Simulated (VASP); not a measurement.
# Cu6O7 in VASP: single point with PBE

Aim: the single point of Cu6O7 with PBE.

All numbers are computed with VASP 6.6.1; they aren't measurements. Logs are shortened: lines on timing, memory, paths and dates and some standing lists are left out, and cuts for length are marked.

## Step 1: The cell of the first run

The cell holds a slab with vacuum, 13 atoms: a = 2.949 Å, b = 2.949 Å, c = 30.454 Å, α = 90.00°, β = 90.00°, γ = 90.16°.

## Step 2: Single point, PBE

INCAR reads:

```
SYSTEM = Cu6O7
PREC = Accurate
ENCUT = 520
EDIFF = 1E-6
ISMEAR = 0
SIGMA = 0.1
LREAL = .FALSE.
LASPH = .TRUE.
NELM = 80
ALGO = Normal
ISIF = 2
LWAVE = .FALSE.
LCHARG = .FALSE.
LDIPOL = .TRUE.
IDIPOL = 3
DIPOL = 0.5 0.5 0.500
GGA = PE
NBANDS = 66
```

KPOINTS reads:

```
Automatic mesh
0
G
  12 12 1
  0 0 0
```

POSCAR reads:

```
Cu6O7
1.0
    2.9487032672      0.0000000000      0.0000000000
   -0.0081921896      2.9486918873      0.0000000000
    0.0000000000      0.0000000000     30.4537863302
O Cu
7 6
Direct
    0.5000000000      0.5000000000      0.2522861176
    0.5000000000      0.5000000000      0.3309027423
    0.5000000000      0.5000000000      0.4155197051
    0.5000000000      0.5000000000      0.4999999931
    0.5000000000      0.5000000000      0.5844802882
    0.5000000000      0.5000000000      0.6690972637
    0.5000000000      0.5000000000      0.7477138934
    0.5000000000      0.0000000000      0.2887775499
    0.0000000000      0.5000000000      0.3731077920
    0.5000000000      0.0000000000      0.4575552475
    0.0000000000      0.5000000000      0.5424447374
    0.5000000000      0.0000000000      0.6268922078
    0.0000000000      0.5000000000      0.7112224619
```

Potentials or basis: VASP PAW PBE potentials, release 64 (O, Cu).

The run is started by

```sh
> cat potpaw_PBE.64/O/POTCAR potpaw_PBE.64/Cu/POTCAR > POTCAR
> mpirun -np 1 vasp_std > vasp.out
```

OUTCAR:

```text
SYSTEM = Cu6O7
   PREC = Accurate
   ENCUT = 520
   EDIFF = 1E-6
   ISMEAR = 0
   LREAL = .FALSE.
   LASPH = .TRUE.
   NELM = 80
   ISIF = 2
   GGA = PE

 ion  position               nearest neighbor table
   1  0.500  0.500  0.252-   8 1.85   8 1.85
   2  0.500  0.500  0.331-   8 1.95   8 1.95   9 1.96   9 1.96
   3  0.500  0.500  0.416-  10 1.95  10 1.95   9 1.96   9 1.96
   4  0.500  0.500  0.500-  11 1.96  11 1.96  10 1.96  10 1.96
   5  0.500  0.500  0.584-  11 1.95  11 1.95  12 1.96  12 1.96
   6  0.500  0.500  0.669-  13 1.95  13 1.95  12 1.96  12 1.96
   7  0.500  0.500  0.748-  13 1.85  13 1.85
   8  0.500  0.000  0.289-   1 1.85   1 1.85   2 1.95   2 1.95
   9  0.000  0.500  0.373-   2 1.96   2 1.96   3 1.96   3 1.96
  10  0.500  0.000  0.458-   3 1.95   3 1.95   4 1.96   4 1.96
  11  0.000  0.500  0.542-   5 1.95   5 1.95   4 1.96   4 1.96
  12  0.500  0.000  0.627-   6 1.96   6 1.96   5 1.96   5 1.96
  13  0.000  0.500  0.711-   7 1.85   7 1.85   6 1.95   6 1.95

  LATTYP: Found a base centered orthorhombic cell.
 ALAT       =     4.1642993701
 B/A-ratio  =     1.0027821047
 C/A-ratio  =     7.3130636450

  Lattice vectors:

 A1 = (   2.9487032672,   0.0000000000,   0.0000000000)
 A2 = (  -0.0081921896,   2.9486918873,   0.0000000000)
 A3 = (   0.0000000000,   0.0000000000,  30.4537863302)

Analysis of symmetry for initial positions (statically):
=====================================================================
 Subroutine PRICEL returns:
 Original cell was already a primitive cell.

 Routine SETGRP: Setting up the symmetry group for a
 base centered orthorhombic supercell.

 Subroutine GETGRP returns: Found  4 space group operations
 (whereof  4 operations were pure point group operations)
 out of a pool of  8 trial point group operations.

The static configuration has the point symmetry D_2 .

Analysis of symmetry for dynamics (positions and initial velocities):
=====================================================================
 Subroutine PRICEL returns:
 Original cell was already a primitive cell.

 Routine SETGRP: Setting up the symmetry group for a
 base centered orthorhombic supercell.

 Subroutine GETGRP returns: Found  4 space group operations
 (whereof  4 operations were pure point group operations)
 out of a pool of  8 trial point group operations.

The dynamic configuration has the point symmetry D_2 .

 Subroutine INISYM returns: Found  4 space group operations
 (whereof  4 operations are pure point group operations),
 and found     1 'primitive' translations

[... 138 lines left out ...]
  Fermi-wavevector in a.u.,A,eV,Ry     =   1.214084  2.294287 20.054996  1.474001
  Thomas-Fermi vector in A             =   2.349515
   LORBIT       =      0    0 simple, 1 ext, 2 COOP (PROOUT), +10 PAW based schemes
   GGA     = PE    functional components
   LHFCALC =     F    Hartree Fock is set to
   AEXX    =    0.0000 exact exchange contribution
   IVDW    =     0    specifies the selected vdW correction
   LEPSILON=     F    determine dielectric tensor
   LRPA    =     F    only Hartree local field effects (RPA)
 non-spin polarized calculation
 Gauss-broadening in eV      SIGMA  =   0.10
  energy-cutoff  :      520.00
  volume of cell :      264.79
 maximum number of plane-waves:      7205
 NGX is ok and might be reduce to    24
   NGX = 11   NGY = 11   NGZ =113

 number of electron     108.0000029 magnetization

 dipolmoment           0.000000      0.000000     -0.000000 electrons x Angstroem

 Free energy of the ion-electron system (eV)
  ---------------------------------------------------
  ext. energy  EPLUGINS =         0.00000000
  ---------------------------------------------------
  free energy    TOTEN  =       -62.50384339 eV

  energy without entropy =      -62.46626663  energy(sigma->0) =      -62.48505501

 E-fermi :  -1.4627     XC(G=0):  -6.4781

 val. band max:       -1.4687249909   @ k =   0.2500   0.0000   0.0000
 cond. band min:      -1.4440443590   @ k =   0.5000   0.0833   0.0000
 fundamental gap:      0.0246806319
 Fermi energy:        -1.4626846788

 k-point     1 :       0.0000    0.0000    0.0000
  band No.  band energies     occupation
      1     -21.1532      2.00000
      2     -20.9987      2.00000
      3     -20.7293      2.00000
      4     -20.3738      2.00000
      5     -20.0430      2.00000
      6     -18.6708      2.00000
[... 1645 lines left out ...]
     65       6.6303      0.00000
     66       7.2326      0.00000

 [... further k-points ...]

------------------------ aborting loop because EDIFF is reached ----------------------------------------

 vacuum level on the upper side and lower side of the slab       (xc-potential included)        -0.009        -0.009

  FORCE on cell =-STRESS in cart. coord.  units (eV):
  Direction    XX          YY          ZZ          XY          YZ          ZX
  --------------------------------------------------------------------------------------
  -------------------------------------------------------------------------------------
  Total       -1.7853778     -1.7852603      0.8553568      0.0211375      0.0000000      0.0000000
  in kB      -10.8028650    -10.8021544      5.1755453      0.1278977      0.0000000      0.0000000
  external PRESSURE =      -5.4764914 kB  Pullay stress =       0.0000000 kB

 VOLUME and BASIS-vectors are now :
 -----------------------------------------------------------------------------
  energy-cutoff  :      520.00
  volume of cell :      264.79
      direct lattice vectors                 reciprocal lattice vectors
     2.948703267  0.000000000  0.000000000     0.339132123  0.000942192  0.000000000
    -0.008192190  2.948691887  0.000000000     0.000000000  0.339133432  0.000000000
     0.000000000  0.000000000 30.453786330     0.000000000  0.000000000  0.032836639

 POSITION                                       TOTAL-FORCE (eV/Angst)
 -----------------------------------------------------------------------------------
      1.47026      1.47435      7.68307        -0.000000      0.000000     -0.119019
      1.47026      1.47435     10.07724        -0.000000      0.000000     -0.004223
      1.47026      1.47435     12.65415        -0.000000      0.000000     -0.004232
      1.47026      1.47435     15.22689        -0.000000      0.000000      0.000000
      1.47026      1.47435     17.79964        -0.000000      0.000000      0.004232
      1.47026      1.47435     20.37655         0.000000      0.000000      0.004223
      1.47026      1.47435     22.77072        -0.000000      0.000000      0.119019
      1.47435      0.00000      8.79437         0.000000      0.000000      0.060966
     -0.00410      1.47435     11.36254        -0.000000      0.000000      0.006736
      1.47435      0.00000     13.93429        -0.000000      0.000000     -0.001007
     -0.00410      1.47435     16.51950        -0.000000      0.000000      0.001007
      1.47435      0.00000     19.09124        -0.000000      0.000000     -0.006736
     -0.00410      1.47435     21.65942        -0.000000      0.000000     -0.060966
 -----------------------------------------------------------------------------------
    total drift:                               -0.000000      0.000000     -0.000099

  FREE ENERGIE OF THE ION-ELECTRON SYSTEM (eV)
  ---------------------------------------------------
  free  energy   TOTEN  =       -62.5038433853 eV

  energy  without entropy=      -62.4662666307  energy(sigma->0) =      -62.48505501

 vacuum level on the upper side and lower side of the slab         6.775         6.775
```

stdout:

```text
POSCAR found type information on POSCAR O Cu
 POSCAR found :  2 types and      13 ions
 scaLAPACK will be used
 LDA part: xc-table for (Slater+PW92), standard interpolation
 POSCAR, INCAR and KPOINTS ok, starting setup
 FFT: planning ... GRIDC
 FFT: planning ... GRID_SOFT
 FFT: planning ... GRID
 WAVECAR not read
 entering main loop
```

Run time: 20 min. Hardware: 1 thread of AMD EPYC 9R45 (Zen 5), shared host; peak memory 0.68 GiB.

Results:

```
Free energy            : -62.5038 eV
Largest force          : 0.119 eV/Å
Band gap on the k mesh : zero (band 54 reaches -1.14 eV, above the bottom of band 55 at -2.01 eV)
```

Forces on the atoms (eV/Å):
```
O    0.000  0.000 -0.119
O    0.000  0.000 -0.004
O    0.000  0.000 -0.004
O    0.000  0.000  0.000
O    0.000  0.000  0.004
O    0.000  0.000  0.004
O    0.000  0.000  0.119
Cu   0.000  0.000  0.061
Cu   0.000  0.000  0.007
Cu   0.000  0.000 -0.001
Cu   0.000  0.000  0.001
Cu   0.000  0.000 -0.007
Cu   0.000  0.000 -0.061
```

Levels at points of the mesh, in eV from the Fermi level:
```tsv
k point	band 51	band 52	band 53	band 54	band 55	band 56	band 57	band 58	band 59	band 60
(0.00, 0.00, 0.00)	-0.34	-0.34	0.30	0.31	0.58	0.58	1.11	1.11	1.76	2.55
(0.50, 0.00, 0.00)	-0.50	-0.12	0.11	0.22	0.38	0.51	0.61	1.22	3.90	4.20
(0.50, 0.50, 0.00)	-1.26	-1.12	-0.70	-0.70	-0.55	0.17	0.82	1.09	2.36	2.95
```

Caveat: semilocal functionals often make such compounds metallic where correlation or magnetic order opens a gap, which also shifts bond lengths. With open d or f shells a metallic result of PBE can be an artefact of self-interaction; +U or a hybrid may open a gap.
